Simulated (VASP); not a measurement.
Ti, 3 atoms in the cell. The structure is trigonal, space group R-3m (No. 166). The conventional cell has a = 3.049 Å, b = 3.049 Å, c = 22.104 Å, α = 90.00°, β = 90.00°, γ = 120.00°. Within 4.0 Å of Ti (site symmetry -3m) lie 12 Ti at 3.02 to 3.05 Å. Ti (site symmetry 3m) has 12 Ti at 3.02 to 3.05 Å within 4.0 Å. 

```yaml
Program: VASP 6.6.1
Task: single point
Functional: PBE
Potentials_or_basis: VASP PAW PBE potentials, release 64 (Ti_sv)
Cutoff: 520 eV
k_mesh: 6 × 6 × 6
Occupations: gaussian, width 0.1 eV
Spin: no spin polarisation
Dipole_correction: no
Further_INCAR_settings: ALGO = Normal; EDIFF = 1e-06; NBANDS = 25
```

Potentials or basis: VASP PAW PBE potentials, release 64 (Ti_sv).

Command:

```bash
$ cat potpaw_PBE.64/Ti_sv/POTCAR > POTCAR
$ mpirun -np 1 vasp_std > vasp.out
```

Hardware: 1 thread of AMD EPYC 9R45 96-Core Processor (Zen 5), with other jobs on the host.

Question: How long does it take, and how much memory?

Answer: Wall time 2.7 min on 1 thread of AMD EPYC 9R45 96-Core Processor (Zen 5), with other jobs on the host, peak memory 0.34 GiB. Counts: scf iterations 15, k points 32.
